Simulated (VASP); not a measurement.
# BeS (I-4m2) in VASP: notebook

The runs below take BeS through dielectric tensor, G0W0 quasiparticle levels, with r2SCAN, PBE.

Program: VASP 6.6.1. These are calculated values, not measurements. Logs are shortened: lines on timing, memory, paths and dates and some standing lists are left out, and cuts for length are marked.

## 1. The cell of the first run

Symmetry: I-4m2, No. 119, tetragonal system. The conventional cell has a = 3.511 Å, b = 3.511 Å, c = 4.792 Å, α = 90.00°, β = 90.00°, γ = 90.00°. Within 2.8 Å of Be (site symmetry -4m2) lie 4 S at 2.13 Å. S (site symmetry -4m2) has 4 Be at 2.13 Å within 2.8 Å.

## 2. Dielectric tensor, r2SCAN (epitaxial xy strain +2.0%)

File INCAR:

```
SYSTEM = BeS
  PREC = Accurate
  ENCUT = 520
  EDIFF = 1E-8
  ISMEAR = 0
  SIGMA = 0.01
  LREAL = .False.
  LASPH = .True.
  NELM = 60
  ALGO = Normal
  ISIF = 2
  LWAVE = .False.
  LCHARG = .False.
  METAGGA = R2SCAN
  LMIXTAU = .True.
  LCALCEPS = .True.
```

File KPOINTS:

```
Automatic mesh
0
Gamma
  8 8 8
  0 0 0
```

File POSCAR:

```
BeS
1.0
    0.0000000000      2.4829923550      2.3957901011
    2.4829923550      0.0000000000      2.3957901011
    2.4829923550      2.4829923550      0.0000000000
Be S
1 1
Direct
    0.0000000000      0.0000000000      0.0000000000
    0.2500000000      0.2500000000      0.2500000000
```

Potentials or basis: VASP PAW PBE potentials, release 64 (Be, S).

Started as:

```bash
$ cat potpaw_PBE.64/Be/POTCAR potpaw_PBE.64/S/POTCAR > POTCAR
$ mpirun -np 1 vasp_std > vasp.out
```

OUTCAR:

```text
SYSTEM = BeS
   PREC = Accurate
   ENCUT = 520
   EDIFF = 1E-8
   ISMEAR = 0
   LREAL = .False.
   LASPH = .True.
   NELM = 60
   ISIF = 2
   METAGGA = R2SCAN

 ion  position               nearest neighbor table
   1  0.000  0.000  0.000-   2 2.13   2 2.13   2 2.13   2 2.13
   2  0.250  0.250  0.250-   1 2.13   1 2.13   1 2.13   1 2.13

  LATTYP: Found a body centered tetragonal cell.
 ALAT       =     3.5114814637
 C/A-ratio  =     1.3645466313

  Lattice vectors:

 A1 = (   0.0000000000,  -2.4829923550,  -2.3957901011)
 A2 = (   0.0000000000,   2.4829923550,  -2.3957901011)
 A3 = (   2.4829923550,   0.0000000000,   2.3957901011)

Analysis of symmetry for initial positions (statically):
=====================================================================
 Subroutine PRICEL returns:
 Original cell was already a primitive cell.

 Routine SETGRP: Setting up the symmetry group for a
 body centered tetragonal supercell.

 Subroutine GETGRP returns: Found  8 space group operations
 (whereof  8 operations were pure point group operations)
 out of a pool of 16 trial point group operations.

The static configuration has the point symmetry D_2d.

Analysis of symmetry for dynamics (positions and initial velocities):
=====================================================================
 Subroutine PRICEL returns:
 Original cell was already a primitive cell.

 Routine SETGRP: Setting up the symmetry group for a
 body centered tetragonal supercell.

 Subroutine GETGRP returns: Found  8 space group operations
 (whereof  8 operations were pure point group operations)
 out of a pool of 16 trial point group operations.

The dynamic configuration has the point symmetry D_2d.

 Subroutine INISYM returns: Found  8 space group operations
 (whereof  8 operations are pure point group operations),
 and found     1 'primitive' translations

----------------------------------------------------------------------------------------

                                     Primitive cell

  volume of cell :      29.5413

  direct lattice vectors                    reciprocal lattice vectors
     0.000000000  2.482992355  2.395790101    -0.201369931  0.201369931  0.208699418
     2.482992355  0.000000000  2.395790101     0.201369931 -0.201369931  0.208699418
     2.482992355  2.482992355  0.000000000     0.201369931  0.201369931 -0.208699418

[... 132 lines left out ...]

 E-fermi :   3.8151     XC(G=0): -10.0322

 val. band max:        3.7296274547   @ k =   0.0000   0.0000   0.0000
 cond. band min:   10000.0000000000   @ k =   0.0000   0.0000   0.0000
 fundamental gap:   9996.2703725453
 Fermi energy:         3.8150899882

 k-point     1 :       0.0000    0.0000    0.0000
  band No.  band energies     occupation
      1     -10.4464      2.00000
      2       3.5491      2.00000
      3       3.5499      2.00000
      4       3.7296      2.00000
      5   10000.0000      0.00000
      6   10000.0000      0.00000
      7   10000.0000      0.00000
      8   10000.0000      0.00000
[... 243 lines left out ...]
 k-point    24 :       0.3750    0.0000    0.1250
  band No.  band energies     occupation
      1      -9.2605      2.00000
      2      -0.7849      2.00000
      3       2.2143      2.00000
      4       2.4273      2.00000
      5   10000.0000      0.00000
      6   10000.0000      0.00000
      7   10000.0000      0.00000
      8   10000.0000      0.00000

 [... further k-points ...]

------------------------ aborting loop because EDIFF is reached ----------------------------------------

            Ionic dipole moment: p[ion]=(     7.44898     7.44898     7.18737 ) |e| Angst

 Total electronic dipole moment: p[elc]=(     0.00467     0.00467     0.01080 ) |e| Angst

 MACROSCOPIC STATIC DIELECTRIC TENSOR (including local field effects)
 ------------------------------------------------------
           4.957552     0.000000     0.000000
           0.000000     4.957552     0.000000
           0.000000     0.000000     4.857355
 ------------------------------------------------------

 PIEZOELECTRIC TENSOR (including local field effects) (e Angst)
          XX          YY          ZZ          XY          YZ          ZX
  --------------------------------------------------------------------------------
  x     0.00000     0.00000     0.00000     0.00000    -1.20885    -0.00000
  y     0.00000     0.00000     0.00000     0.00000     0.00000    -1.20885
  z     0.00000     0.00000     0.00000    -1.22026     0.00000     0.00000

 PIEZOELECTRIC TENSOR (including local field effects) (C/m^2)
          XX          YY          ZZ          XY          YZ          ZX
  --------------------------------------------------------------------------------
  x     0.00000     0.00000     0.00000     0.00000    -0.65562    -0.00000
  y     0.00000     0.00000     0.00000     0.00000     0.00000    -0.65562
  z     0.00000     0.00000     0.00000    -0.66181     0.00000     0.00000

 BORN EFFECTIVE CHARGES (including local field effects) (in |e|, cummulative output)
 ---------------------------------------------------------------------------------
 ion    1
    1     1.75306     0.00000    -0.00000
    2     0.00000     1.75306     0.00000
    3     0.00000     0.00000     1.64771
 ion    2
    1    -1.75306    -0.00000     0.00000
    2     0.00000    -1.75306     0.00000
    3     0.00000     0.00000    -1.64771

  FORCE on cell =-STRESS in cart. coord.  units (eV):
  Direction    XX          YY          ZZ          XY          YZ          ZX
  --------------------------------------------------------------------------------------
  -------------------------------------------------------------------------------------
  Total       -0.5652236     -0.5652236      0.0400257      0.0000000      0.0000000      0.0000000
  in kB      -30.6550012    -30.6550012      2.1708011      0.0000000      0.0000000      0.0000000
  external PRESSURE =     -19.7130671 kB  Pullay stress =       0.0000000 kB

 VOLUME and BASIS-vectors are now :
 -----------------------------------------------------------------------------
  energy-cutoff  :      520.00
  volume of cell :       29.54
      direct lattice vectors                 reciprocal lattice vectors
     0.000000000  2.482992355  2.395790101    -0.201369931  0.201369931  0.208699418
     2.482992355  0.000000000  2.395790101     0.201369931 -0.201369931  0.208699418
     2.482992355  2.482992355  0.000000000     0.201369931  0.201369931 -0.208699418

 POSITION                                       TOTAL-FORCE (eV/Angst)
 -----------------------------------------------------------------------------------
      0.00000      0.00000      0.00000        -0.000000     -0.000000      0.000000
      1.24150      1.24150      1.19790         0.000000      0.000000     -0.000000
 -----------------------------------------------------------------------------------
    total drift:                                0.000000      0.000000      0.000000

  FREE ENERGIE OF THE ION-ELECTRON SYSTEM (eV)
  ---------------------------------------------------
  free  energy   TOTEN  =       -14.7756909780 eV

  energy  without entropy=      -14.7756909780  energy(sigma->0) =      -14.77569098
```

OSZICAR:

```text
N       E                     dE             d eps       ncg     rms          rms(c)
DAV:   1     0.170769681147E+02    0.17077E+02   -0.42124E+03   944   0.885E+02
DAV:   2    -0.155178725462E+02   -0.32595E+02   -0.31984E+02  1352   0.131E+02
DAV:   3    -0.163141159372E+02   -0.79624E+00   -0.79624E+00  1160   0.263E+01
[... 13 lines left out ...]
DMP:   9    -0.147756908786E+02   -0.66632E-07   -0.76917E-07  1200   0.167E-06   0.488E-07
DMP:  10    -0.147756909249E+02   -0.46272E-07   -0.43417E-07  1200   0.873E-07   0.408E-07
DMP:  11    -0.147756909526E+02   -0.27743E-07   -0.26239E-07  1200   0.494E-07   0.312E-07
DMP:  12    -0.147756909699E+02   -0.17233E-07   -0.13432E-07  1200   0.227E-07   0.209E-07
DMP:  13    -0.147756909780E+02   -0.81726E-08   -0.56279E-08  1200   0.102E-07   0.753E-08
   1 F= -.14775691E+02 E0= -.14775691E+02  d E =-.209875E-36
```

It took 40 min on 1 thread of Intel Xeon Platinum 8488C (Sapphire Rapids), shared host; peak memory 0.39 GiB.

What came out:

```yaml
Band_gap_on_the_k_mesh: 3.35 eV (least direct gap 6.14 eV)
Electronic_dielectric_tensor_diagonal: 4.96, 4.96, 4.86
Born_charges_mean_of_the_diagonal: Be +1.72; S -1.72 e
```

Electronic dielectric tensor:
```
4.96 0.00 0.00
0.00 4.96 0.00
0.00 0.00 4.86
```

Born effective charge tensors (e):
atom 1, Be
```
1.75 0.00 0.00
0.00 1.75 0.00
0.00 0.00 1.65
```
atom 2, S
```
-1.75  0.00  0.00
 0.00 -1.75  0.00
 0.00  0.00 -1.65
```

Dipole moments of the cell (e·Å, modulo the quantum): ionic 7.449, 7.449, 7.187; electronic 0.005, 0.005, 0.011

Caveat: the cell differs from its parent crystal (epitaxial xy strain +2.0%); the PAW data sets were made with another functional, which shifts forces and pressure a little. A k mesh can miss the band edges.

(Continued in part 2 of 2.)

The gap in the log of VASP goes by the Fermi energy; the results here count the filled bands.